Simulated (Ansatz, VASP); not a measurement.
# ZrO2 in VASP and in Ansatz

INCAR

```
PREC = Accurate
ENCUT = 600
EDIFF = 1E-6
ISMEAR = 0
SIGMA = 0.02
LREAL = False
LASPH = True
NELM = 120
ALGO = Normal
ISIF = 2
LWAVE = False
LCHARG = False
GGA = PE
NBANDS = 19
GGA_COMPAT = False
```

File KPOINTS:

```
regular mesh
0
Gamma
  8 8 8
```

POSCAR

```
ZrO2
1.0
    0.0000000000      2.4501479429      2.4501479429
    2.4501479429      0.0000000000      2.4501479429
    2.4501479429      2.4501479429      0.0000000000
Zr O
1 2
Direct
    0.0000000000      0.0000000000      0.0000000000
    0.2500000000      0.2500000000      0.2500000000
    0.7500000000      0.7500000000      0.7500000000
```

Input for Ansatz:

```yaml
crystal:
  lattice:
    - [0.0, 2.4501479429, 2.4501479429]
    - [2.4501479429, 0.0, 2.4501479429]
    - [2.4501479429, 2.4501479429, 0.0]
  atoms:
    - { symbol: Zr, position: [0.0, 0.0, 0.0] }
    - { symbol: O, position: [0.25, 0.25, 0.25] }
    - { symbol: O, position: [0.75, 0.75, 0.75] }
basis:
  ecutwfc: 420
kpoints:
  mp_grid: { grid: [8, 8, 8] }
  band_path: { path: [VBM, CBM], npoints: 2 }
hamiltonian:
  xc: pbe
scf:
  occupations: { method: gaussian, width: 0.02 }
output:
  forces: true
  stress: true
  eigenvalues: true
checkpoint:
  read: start.run
  write: ck
  compress: false
  write_wavefunctions: false
  write_every: 100000
```

Alike in both runs: task single point; functional PBE; k mesh 8 × 8 × 8; occupations gaussian, width 0.02 eV; no spin polarisation.

|  | VASP | Ansatz |
| --- | --- | --- |
| version | VASP 6.6.1 | Ansatz 0.2.0 |
| potentials or method | VASP PAW PBE potentials, release 64 (Zr_sv, O), cutoff 600 eV | scalar-relativistic, plane waves, PAW |
| valence electrons in the cell | 24 | 24 |

```tsv
	VASP	Ansatz	Ansatz less VASP
gap on the k mesh at the Fermi level (eV)	3.66	3.66	+0.008
least direct gap on the mesh (eV)	4.21	4.22	+0.007
```

The functional is the same, so the differences come from potentials, cutoffs and numerics.
